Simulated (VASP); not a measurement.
Here is a VASP 6.6.1 calculation.

The input INCAR:

```
ALGO = Normal
EDIFF = 1E-6
ENCUT = 520
GGA = PE
ISIF = 2
ISMEAR = -1
LASPH = T
LCHARG = F
LREAL = F
LWAVE = F
NBANDS = 17
NELM = 60
PREC = Accurate
SIGMA = 0.05
```

File KPOINTS:

```
k-points
0
Gamma
  13 13 13
```

File POSCAR:

```
SnSe
1.0
    0.0000000000      2.9588057986      2.9588057986
    2.9588057986      0.0000000000      2.9588057986
    2.9588057986      2.9588057986      0.0000000000
Sn Se
1 1
Direct
    0.0000000000      0.0000000000      0.0000000000
    0.5000000000      0.5000000000      0.5000000000
```

Potentials or basis: VASP PAW PBE potentials, release 64 (Sn_d, Se).

The run is started by

```bash
$ cat potpaw_PBE.64/Sn_d/POTCAR potpaw_PBE.64/Se/POTCAR > POTCAR
$ mpirun -np 1 vasp_std > vasp.out
```

Question: What does it give for the pressure?

Answer: 4.1 GPa.
